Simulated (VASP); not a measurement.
Runs of VASP 6.6.1 on Ru. The structure is that of space group P6_3/mmc (No. 194), or close to it. The cells are those of the table. 

| cell | further INCAR settings | gap on the mesh (eV) | pressure (GPa) |
| --- | --- | --- | --- |
| a = 2.897, b = 2.897, c = 3.664 Å, angles 90.0, 90.0, 120.0°, 2 atoms | ALGO = Fast; EDIFF = 1e-07; NBANDS = 21 | none | (a) |
| a = 2.464, b = 2.464, c = 5.065 Å, angles 90.0, 90.0, 120.0°, 2 atoms | ALGO = Fast; EDIFF = 1e-06; NBANDS = 21 | none | 26.3 |
| a = 2.726, b = 2.726, c = 4.138 Å, angles 90.0, 90.0, 120.0°, 2 atoms | ALGO = Fast; EDIFF = 1e-07; NBANDS = 21 | none | 1.2 |
| a = 2.646, b = 2.646, c = 4.392 Å, angles 90.0, 90.0, 120.0°, 2 atoms | ALGO = Fast; EDIFF = 1e-06; NBANDS = 21 | none | 0.4 |

Alike in all rows: task single point; level PBEsol; potentials or basis VASP PAW PBE potentials, release 64 (Ru_pv); no spin polarisation; k mesh 30 × 30 × 16; cutoff (eV) 520; smearing gaussian 0.15 eV.

Estimate the missing entries.

(a) 18.8.

Caveats: the PAW data sets were made with another functional, which shifts forces and pressure a little; the stress differs along the axes, from -5 to 67 GPa (at least some runs); the stress differs along the axes, from -41 to 60 GPa (at least some runs); the stress differs along the axes, from -5 to 14 GPa (at least some runs); the stress differs along the axes, from -16 to 9 GPa (at least some runs).

A k mesh can miss the band edges, and the runs leave out spin-orbit coupling on Ru.

A gap of «none» marks levels without a gap at the run's occupations.
